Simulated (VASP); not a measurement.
**BN: single point with r2SCAN**

BN:

```xyz
8
Lattice="3.6096 0.0000 0.0000 0.0000 -3.6096 0.0000 0.0000 0.0000 -3.6096" Properties=species:S:1:pos:R:3 pbc="T T T"
B     0.0000    0.0000    0.0000
B     1.8048   -1.8048    0.0000
B     1.8048    0.0000   -1.8048
B     0.0000   -1.8048   -1.8048
N     2.7072   -2.7572   -2.7072
N     0.9024   -0.9024   -2.7072
N     0.9024   -2.7072   -0.9024
N     2.7072   -0.9024   -0.9024
```

This cell differs from its parent crystal: atom 5 (N) moved -0.050 Å along Cartesian [0 1 0].

```yaml
Program: VASP 6.6.1
Task: single point
Functional: r2SCAN
Potentials_or_basis: VASP PAW PBE potentials, release 64 (B, N)
Cutoff: 520 eV
k_mesh: 6 × 6 × 6
Occupations: gaussian, width 0.05 eV
Spin: no spin polarisation
```

| Property | Result |
| --- | --- |
| Pressure | 1.4 GPa |
| Largest force | 1.841 eV/Å |
| Band gap on the k mesh | 4.86 eV |

Forces in eV/Å, atoms in the order of the input:
```
B    0.104 -0.325 -0.104
B    0.067 -0.285  0.067
B   -0.104 -0.325  0.104
B   -0.067 -0.285 -0.067
N    0.000  1.841  0.000
N    0.000 -0.373  0.000
N    0.000  0.125  0.000
N    0.000 -0.373  0.000
```

Stress tensor (GPa, compression positive):
```
 1.46  0.00 -0.19
 0.00  1.23  0.00
-0.19  0.00  1.46
```

Levels at points of the mesh, in eV from the valence-band top:
| k point | band 12 | band 13 | band 14 | band 15 | band 16 | band 17 | band 18 | band 19 | band 20 | band 21 |
| --- | --- | --- | --- | --- | --- | --- | --- | --- | --- | --- |
| (0.00, 0.00, 0.00) | -5.23 | -5.13 | -0.23 | -0.12 | 0.00 | 4.86 | 4.87 | 4.87 | 9.30 | 9.43 |
| (0.50, 0.00, 0.00) | -4.33 | -3.26 | -3.25 | -3.24 | -3.22 | 7.30 | 7.31 | 10.21 | 10.22 | 12.11 |
| (0.00, 0.50, 0.00) | -4.32 | -3.44 | -3.30 | -3.21 | -3.07 | 7.30 | 7.34 | 10.22 | 10.24 | 12.17 |
| (0.50, 0.50, 0.00) | -5.82 | -2.39 | -2.30 | -2.28 | -2.19 | 10.17 | 10.22 | 10.43 | 10.47 | 12.78 |
| (0.50, 0.00, 0.50) | -5.91 | -2.48 | -2.30 | -2.29 | -2.12 | 10.24 | 10.32 | 10.35 | 10.44 | 12.71 |
| (0.50, 0.50, 0.50) | -2.14 | -2.14 | -2.14 | -2.06 | -1.89 | 10.63 | 10.67 | 10.71 | 10.73 | 11.10 |

Wall time 98 s on 1 thread of AMD EPYC 9R45 96-Core Processor (Zen 5), on a shared host, peak memory 0.15 GiB.

Caveat: the cell differs from its parent crystal (atom 5 (N) moved -0.050 Å along Cartesian [0 1 0]); the PAW data sets were made with another functional, which shifts forces and pressure a little. A k mesh can miss the band edges.
